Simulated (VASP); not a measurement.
Wanted: the native input for a VASP 6.6.1 run.

```yaml
Task: single point
Functional: PBEsol
Potentials_or_basis: VASP PAW PBE potentials, release 64 (C_h)
Cutoff: 1300 eV
k_mesh: 9 × 9 × 6
Occupations: gaussian, width 0.02 eV
Spin: no spin polarisation
Dipole_correction: no
Further_INCAR_settings: ALGO = Normal; EDIFF = 1e-06; NBANDS = 16
```

The structure of C lies in POSCAR:

```
C
1.0
    2.4737402487      0.0000000000      0.0000000000
   -1.2368701244      2.1423218978      0.0000000000
    0.0000000000      0.0000000000      4.1189829197
C
4
Direct
    0.3333333333      0.6666666667     -0.0000853171
    0.6666666667      0.3333333333      0.4999146829
    0.3333333333      0.6666666667      0.3740853171
    0.6666666667      0.3333333333      0.8740853171
```

This cell differs from its parent crystal: strained cell.

These files were run (other wordings do the same):

INCAR

```
PREC = Accurate
ENCUT = 1300
EDIFF = 1E-6
ISMEAR = 0
SIGMA = 0.02
LREAL = False
LASPH = True
NELM = 120
ALGO = Normal
ISIF = 2
LWAVE = False
LCHARG = True
GGA = PS
LELF = True
LVHAR = True
NBANDS = 16
GGA_COMPAT = False
```

KPOINTS

```
regular mesh
0
Gamma
  9 9 6
```

Potentials or basis: VASP PAW PBE potentials, release 64 (C_h).

Command:

```bash
$ cat potpaw_PBE.64/C_h/POTCAR > POTCAR
$ mpirun -np 1 vasp_std > vasp.out
```

It gave:

```yaml
Pressure: 14.6 GPa
Band_gap_on_the_k_mesh: 2.92 eV (least direct gap 4.96 eV)
```

Caveat: the cell differs from its parent crystal (strained cell); the cell stands under pressure; the PAW data sets were made with another functional, which shifts forces and pressure a little.

Wall time 27 s on 1 thread of Intel(R) Xeon(R) Platinum 8488C (Sapphire Rapids) (shared host), peak memory 0.21 GiB.
